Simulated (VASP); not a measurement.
A run of VASP 6.6.1 is set up as follows.

The input INCAR:

```
PREC = Accurate ; ENCUT = 520
EDIFF = 1E-7 ; ISMEAR = 0
SIGMA = 0.15 ; LREAL = F
LASPH = T ; NELM = 80
ALGO = Fast ; ISIF = 2
LWAVE = F ; LCHARG = F
GGA = PE ; NBANDS = 31
```

KPOINTS

```
Automatic mesh
0
Gamma
  14 14 14
```

Contents of POSCAR:

```
SiW3
1.0
   -2.5386720360      2.5386720360      2.4735778813
    2.5386720360     -2.5386720360      2.4735778813
    2.5386720360      2.5386720360     -2.4735778813
Si W
1 3
Direct
    0.0000000000      0.0000000000      0.0000000000
    0.5000000000      0.5000000000      0.0000000000
    0.5000000000      0.0000000000      0.5000000000
    0.0000000000      0.5000000000      0.5000000000
```

Potentials or basis: VASP PAW PBE potentials, release 64 (Si, W_sv).

Run with:

```console
$ cat potpaw_PBE.64/Si/POTCAR potpaw_PBE.64/W_sv/POTCAR > POTCAR
$ mpirun -np 1 vasp_std > vasp.out
```

(1) Estimate the band gap on the k mesh.

(2) Estimate the pressure.

Answers

(1) zero (bands 23 and 24 overlap by 1.87 eV).

(2) 25.0 GPa.

Caveat: the cell differs from its parent crystal (strain -0.025 along x and y, -0.050 along z); the cell stands under pressure; spin-orbit coupling is left out, which moves the levels of the heavy elements.
